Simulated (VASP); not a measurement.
Write the native input for VASP 6.6.1 that does the following.

| Item | Value |
| --- | --- |
| Task | single point |
| Functional | PBE |
| Potentials or basis | VASP PAW PBE potentials, release 64 (Si, Te) |
| Cutoff | 500 eV |
| k mesh | 5 × 5 × 5, shifted |
| Occupations | fermi-dirac, width 0.1 eV |
| Spin | no spin polarisation |
| Dipole correction | no |
| Further INCAR settings | ALGO = Normal; EDIFF = 1e-06; NBANDS = 12; ISYM = 0 |

The structure of SiTe lies in POSCAR:

```
SiTe
1.0
    0.0000000000      3.1279730000      3.1279730000
    3.1279730000      0.0000000000      3.1279730000
    3.1279730000      3.1279730000      0.0000000000
Si Te
1 1
Direct
    0.0000000000      0.0000000000      0.0000000000
    0.2500000000      0.2500000000      0.2500000000
```

The input as run:

INCAR

```
SYSTEM = SiTe
PREC = Accurate ; ENCUT = 500
EDIFF = 1E-6 ; ISMEAR = -1
SIGMA = 0.1 ; LREAL = .FALSE.
LASPH = .TRUE. ; NELM = 120
ALGO = Normal ; ISIF = 2
LWAVE = .FALSE. ; LCHARG = .FALSE.
GGA = PE ; NBANDS = 12
ISYM = 0 ; GGA_COMPAT = .FALSE.
```

KPOINTS

```
Automatic mesh
0
Gamma
  5 5 5
  0.5 0.5 0.5
```

Potentials or basis: VASP PAW PBE potentials, release 64 (Si, Te).

Launch:

```sh
$ cat potpaw_PBE.64/Si/POTCAR potpaw_PBE.64/Te/POTCAR > POTCAR
$ mpirun -np 1 vasp_std > vasp.out
```

It gave:

| Quantity | Value |
| --- | --- |
| Pressure | 4.9 GPa |
| Band gap on the k mesh | zero (bands 5 and 6 overlap by 0.70 eV) |

Caveat: the cell stands under pressure; spin-orbit coupling is left out, which moves the levels of the heavy elements.

It took 88 s on 1 thread of Intel(R) Xeon(R) 6975P-C (Granite Rapids), on a shared host, peak memory 0.31 GiB.
